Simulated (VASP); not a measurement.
Write the native input for VASP 6.6.1 that does the following.

```yaml
Task: single point
Functional: PBE
Potentials_or_basis: VASP PAW PBE potentials, release 64 (Pb_d, S)
Cutoff: 520 eV
k_mesh: 8 × 8 × 8
Occupations: fermi-dirac, width 0.02 eV
Spin: no spin polarisation
Dipole_correction: no
Further_INCAR_settings: ALGO = Normal; EDIFF = 1e-07; NBANDS = 17
```

The structure of PbS lies in POSCAR:

```
PbS
1.0
    0.0000000000      3.3235679683      3.3235679683
    3.3235679683      0.0000000000      3.3235679683
    3.3235679683      3.3235679683      0.0000000000
Pb S
1 1
Direct
    0.0000000000      0.0000000000      0.0000000000
    0.2500000000      0.2500000000      0.2500000000
```

One way to write it, as run:

INCAR

```
SYSTEM = PbS
PREC = Accurate
ENCUT = 520
EDIFF = 1E-7
ISMEAR = -1
SIGMA = 0.02
LREAL = .False.
LASPH = .True.
NELM = 80
ALGO = Normal
ISIF = 2
LWAVE = .False.
LCHARG = .False.
GGA = PE
NBANDS = 17
```

KPOINTS

```
Automatic mesh
0
Gamma
  8 8 8
  0 0 0
```

Potentials or basis: VASP PAW PBE potentials, release 64 (Pb_d, S).

Command:

```bash
$ cat potpaw_PBE.64/Pb_d/POTCAR potpaw_PBE.64/S/POTCAR > POTCAR
$ mpirun -np 1 vasp_std > vasp.out
```

It gave:

```
Pressure               : 0.0 GPa
Band gap on the k mesh : 0.85 eV (least direct gap 1.30 eV)
```

Caveat: spin-orbit coupling is left out, which moves the levels of the heavy elements.

Run time: 71 s on 1 thread of AMD EPYC 7R13, with other jobs on the host, peak memory 0.19 GiB.
